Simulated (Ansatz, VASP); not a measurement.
Two plane-wave programs on BiW3

```xyz
4
Lattice="-2.0045 2.0045 4.4681 2.0045 -2.0045 4.4681 2.0045 2.0045 -4.4681" Properties=species:S:1:pos:R:3 pbc="T T T"
Bi    0.0000    0.0000    0.0000
W     0.0000    0.0000    4.4681
W     2.0045    0.0000    2.2340
W     0.0000    2.0045    2.2340
```

Alike in both runs: functional PBE; k mesh 6 × 6 × 6; occupations gaussian, width 0.1 eV; no spin polarisation.

Ansatz relaxed the structure, and its values are those at the end. VASP's run is a single point on that final structure, the one shown.

```csv
,VASP,Ansatz
version,VASP 6.6.1,Ansatz 0.2.0
potentials or method,"VASP PAW PBE potentials, release 64 (Bi_d, W_sv), cutoff 520 eV","scalar-relativistic, plane waves, PAW"
valence electrons in the cell,57,57
```

|  | VASP | Ansatz | Ansatz less VASP |
| --- | --- | --- | --- |
| gap on the k mesh at the Fermi level (eV) | none | none | - |
| pressure (GPa) | 0.0 | -0.1 | -0.18 |

A gap of «none» marks a metal or a gap that the smearing closes.

The k mesh is coarse, so the values compare programs but aren't converged. Spin-orbit coupling is off throughout.
